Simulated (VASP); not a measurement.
Crystal: Ni.

```
Ni
1.0
    -1.38372    1.38372    1.38372
     1.38372   -1.38372    1.38372
     1.38372    1.38372   -1.38372
Ni
1
Cartesian
  0.0000 0.0000 0.0000
```

This isn't the form of Ni at room conditions, which is fcc.

Base run:

- Program: VASP 6.6.1
- Functional: PBEsol
- Potentials or basis: VASP PAW PBE potentials, release 64 (Ni)
- Cutoff: 520 eV
- k mesh: 26 × 26 × 26
- Occupations: methfessel-paxton, width 0.05 eV
- Spin: collinear spin, ferromagnetic start
- Starting moments: [1.0] μB

Its results: pressure -2.7 GPa.

Task: The run is repeated on the same cell with these changes: spin from collinear spin, ferromagnetic start to no spin polarisation; further incar settings from ALGO = Normal; EDIFF = 1e-06; NBANDS = 15 to ALGO = Normal; EDIFF = 1e-06; NBANDS = 11. What comes out?

Result: Pressure -4.6 GPa.

Caveats: the PAW data sets were made with another functional, which shifts forces and pressure a little; the cell stands under tension (at least some runs).
